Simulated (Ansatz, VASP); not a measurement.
One calculation of Sb, two programs

Contents of INCAR:

```
PREC = Accurate
ENCUT = 520
EDIFF = 1E-8
ISMEAR = -1
SIGMA = 0.05
LREAL = F
LASPH = T
NELM = 80
ALGO = Normal
ISIF = 2
LWAVE = F
LCHARG = F
GGA = PE
LEFG = T
NBANDS = 8
```

Contents of KPOINTS:

```
regular mesh
0
Gamma
  13 13 13
```

POSCAR

```
Sb
1.0
    3.1365633354      0.0000000000      0.0000000000
    0.0000000000      3.1365633354      0.0000000000
    0.0000000000      0.0000000000      3.2074000000
Sb
1
Direct
    0.0000000000      0.0000000000      0.0000000000
```

Input for Ansatz:

```yaml
crystal:
  lattice:
    - [3.1365633354, 0.0, 0.0]
    - [0.0, 3.1365633354, 0.0]
    - [0.0, 0.0, 3.2074]
  atoms:
    - { symbol: Sb, position: [0.0, 0.0, 0.0] }
kpoints:
  mp_grid: { grid: [13, 13, 13] }
scf:
  occupations: { method: fermi_dirac, width: 0.05 }
hamiltonian:
  xc: pbe
  pseudopotentials: { kind: all_electron, datasets: crystal }
output:
  forces: true
  stress: true
  eigenvalues: true
  efg: { contact_densities: true }
```

Change from the starting cell: z stretched by +1.5 % at fixed volume, crystal datasets.

Alike in both runs: task electric field gradients; functional PBE; k mesh 13 × 13 × 13; occupations fermi-dirac, width 0.05 eV; no spin polarisation.

|  | VASP | Ansatz |
| --- | --- | --- |
| version | VASP 6.6.1 | Ansatz 0.2.0 |
| potentials or method | VASP PAW PBE potentials, release 64 (Sb), cutoff 520 eV | all-electron PAW with datasets made for the crystal, scalar-relativistic |

```csv
,VASP,Ansatz,Ansatz less VASP
pressure (GPa),-2.5,-2.4,+0.05
"traceless stress, the component that is largest in VASP (GPa)",-2.05,-2.05,+0.004
size of Vzz on the site where it differs most (V/Å²),10.1,9.0,-1.08
```

Ansatz ran all-electron here, and VASP with PAW potentials.

Neither program's run includes spin-orbit coupling.
